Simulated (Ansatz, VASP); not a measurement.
**Two plane-wave programs on Hg**

File INCAR:

```
SYSTEM = Hg
PREC = Accurate ; ENCUT = 520
EDIFF = 1E-6 ; ISMEAR = 0
SIGMA = 0.15 ; LREAL = .False.
LASPH = .True. ; NELM = 80
ALGO = Fast ; ISIF = 2
LWAVE = .False. ; LCHARG = .True.
GGA = PS ; IVDW = 12
LELF = .True. ; LVHAR = .True.
NBANDS = 19
```

File KPOINTS:

```
Automatic mesh
0
Gamma
  18 18 10
  0 0 0
```

The input POSCAR:

```
Hg
1.0
    3.2179110721      0.0000000000      0.0000000000
   -1.6089555361      2.7867927356      0.0000000000
    0.0000000000      0.0000000000      4.8567931811
Hg
2
Direct
    0.6666666667      0.3333333333      0.7500000000
    0.3333333333      0.6666666667      0.2500000000
```

Input for Ansatz:

```yaml
crystal:
  lattice:
    - [3.2179110721, 0.0, 0.0]
    - [-1.6089555361, 2.7867927356, 0.0]
    - [0.0, 0.0, 4.8567931811]
  atoms:
    - { symbol: Hg, position: [0.6666666667, 0.3333333333, 0.75] }
    - { symbol: Hg, position: [0.3333333333, 0.6666666667, 0.25] }
basis:
  ecutwfc: 420
kpoints:
  mp_grid: { grid: [18, 18, 10] }
hamiltonian:
  xc: pbesol
  dispersion: d3bj
scf:
  occupations: { method: gaussian, width: 0.15 }
output:
  forces: true
  stress: true
  eigenvalues: true
```

Alike in both runs: task single point; functional PBEsol; dispersion D3(BJ); k mesh 18 × 18 × 10; occupations gaussian, width 0.15 eV; no spin polarisation.

|  | VASP | Ansatz |
| --- | --- | --- |
| version | VASP 6.6.1 | Ansatz 0.2.0 |
| potentials or method | VASP PAW PBE potentials, release 64 (Hg), cutoff 520 eV | scalar-relativistic, plane waves, PAW |
| valence electrons in the cell | 24 | 40 |

|  | VASP | Ansatz | Ansatz less VASP |
| --- | --- | --- | --- |
| gap on the k mesh at the Fermi level (eV) | none | none | - |
| pressure (GPa) | 0.9 | 0.4 | -0.56 |
| traceless stress, the component that is largest in VASP (GPa) | 0.10 | 0.00 | -0.108 |

VASP's potentials were made for PBE, not for PBEsol. A gap of «none» marks a metal or a gap that the smearing closes. VASP's potentials hold 24 valence electrons a cell and Ansatz's 40, so a difference there can come from the potentials and not from the codes.

Neither program's run includes spin-orbit coupling.
